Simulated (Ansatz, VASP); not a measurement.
One calculation of Sb, two programs

```xyz
1
Lattice="3.1600 0.0000 0.0000 0.0000 3.1600 0.0000 0.0000 0.0000 3.2864" Properties=species:S:1:pos:R:3 pbc="T T T"
Sb    0.0000    0.0000    0.0000
```

Change from the starting cell: strain +0.000 along x and y, +0.040 along z, atoms carried along.

Alike in both runs: task single point; functional r2SCAN; k mesh 16 × 16 × 16; occupations gaussian, width 0.15 eV; no spin polarisation.

```csv
,VASP,Ansatz
version,VASP 6.6.1,Ansatz 0.2.0
potentials or method,"VASP PAW PBE potentials, release 64 (Sb), cutoff 520 eV","scalar-relativistic, plane waves, PAW"
valence electrons in the cell,5,15
```

Ansatz gave:

* gap on the k mesh at the Fermi level (eV): none
* pressure (GPa): -5.1
* traceless stress, the component that is largest in VASP (GPa): -1.88

What did VASP give for the same quantities?

gap on the k mesh at the Fermi level (eV): none; pressure (GPa): -5.1; traceless stress, the component that is largest in VASP (GPa): -1.89.

VASP's potentials were made for PBE, not for r2SCAN. A gap of «none» marks a metal or a gap that the smearing closes. VASP's potentials hold 5 valence electrons a cell and Ansatz's 15, so a difference there can come from the potentials and not from the codes.

Spin-orbit coupling is off throughout.
